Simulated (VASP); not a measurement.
A run of VASP 6.6.1:

INCAR

```
PREC     = Accurate       # precision mode
ENCUT    = 600            # plane-wave cutoff, eV
EDIFF    = 1E-6           # SCF threshold, eV
ISMEAR   = 0              # smearing method
SIGMA    = 0.1            # smearing width, eV
LREAL    = F              # projectors in reciprocal space
LASPH    = T              # aspherical terms in the spheres
NELM     = 200            # most SCF steps
ALGO     = Normal         # electronic algorithm
ISIF     = 2              # what is computed and relaxed
LWAVE    = F              # write WAVECAR
LCHARG   = F              # write CHGCAR
GGA      = PE             # functional
NBANDS   = 24             # bands
GGA_COMPAT= F            
LMAXMIX  = 6              # l up to which the mixer works
```

Contents of KPOINTS:

```
regular mesh
0
Gamma
  10 10 12
```

The input POSCAR:

```
HoMoN2
1.0
    4.0298709659      0.0000000000      0.0000000000
    0.0000000000      4.0298709659      0.0000000000
    0.0000000000      0.0000000000      3.3373990054
Ho Mo N
1 1 2
Direct
    0.5000000000      0.5000000000      0.0000000000
    0.0000000000      0.0000000000      0.5000000000
    0.5000000000      0.0000000000      0.5000000000
    0.0000000000      0.5000000000      0.5000000000
```

Potentials or basis: VASP PAW PBE potentials, release 64 (Ho_3, Mo_sv, N), 4f in core.

Command:

```bash
$ cat potpaw_PBE.64/Ho_3/POTCAR potpaw_PBE.64/Mo_sv/POTCAR potpaw_PBE.64/N/POTCAR > POTCAR
$ mpirun -np 1 vasp_std > vasp.out
```

Hardware: 1 thread of Intel(R) Xeon(R) 6975P-C (Granite Rapids), with other jobs on the host.

**Question.** How long does it take, and how much memory?

**Answer.** Wall time 62 s on 1 thread of Intel(R) Xeon(R) 6975P-C (Granite Rapids), on a shared host, peak memory 0.36 GiB. Counts: scf iterations 13, k points 147.
